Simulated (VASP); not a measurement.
Runs of VASP 6.6.1 on Pb. It takes space group Fm-3m (No. 225, cubic). The conventional cell has a = 4.950 Å, b = 4.950 Å, c = 4.950 Å, α = 90.00°, β = 90.00°, γ = 90.00°. Pb (site symmetry m-3m) has 12 Pb at 3.50 Å within 4.6 Å. 

| k mesh | gap on the mesh (eV) | pressure (GPa) |
| --- | --- | --- |
| 3 × 3 × 3 | none | 1.5 |
| 6 × 6 × 6 | none | (a) |
| 4 × 4 × 4 | none | 2.4 |
| 8 × 8 × 8 | none | 2.4 |

Alike in all rows: task single point; level PBE; potentials or basis VASP PAW PBE potentials, release 64 (Pb_d); no spin polarisation; cell as given; cutoff (eV) 500; smearing fermi-dirac 0.2 eV.

**Question.** Estimate the missing entries.

**Answer.** (a) 3.4.

Caveats: some runs use coarse meshes; spin-orbit coupling is left out, which moves the levels of the heavy elements.

A k mesh can miss the band edges, and the runs leave out spin-orbit coupling on Pb.

A gap of «none» marks levels without a gap at the run's occupations.
